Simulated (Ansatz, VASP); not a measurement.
**LiCl in VASP and in Ansatz**

```xyz
4
Lattice="3.8937 0.0000 0.0000 -1.9469 3.3721 0.0000 0.0000 0.0000 6.2259" Properties=species:S:1:pos:R:3 pbc="T T T"
Li    1.9469    1.1240    5.4668
Li    0.0000    2.2481    2.3539
Cl    1.9469    1.1240    3.0938
Cl    0.0000    2.2481    6.2067
```

Alike in both runs: task single point; functional PBE; k mesh 6 × 6 × 4; no spin polarisation.

```csv
,VASP,Ansatz
version,VASP 6.6.1,Ansatz 0.2.0
potentials or method,"VASP PAW PBE potentials, release 64 (Li_sv, Cl)","plane waves, PAW"
plane-wave cutoff (eV),520,420
occupations,"gaussian, width 0.01 eV",fixed
valence electrons in the cell,20,20
```

Ansatz gave:

| Property | Result |
| --- | --- |
| gap on the k mesh at the Fermi level (eV) | 6.02 |

Problem. Which values does VASP return?

Solution. gap on the k mesh at the Fermi level (eV): 6.03.

Noted on VASP's run: the cutoff is short for stress, so the pressure is rough.
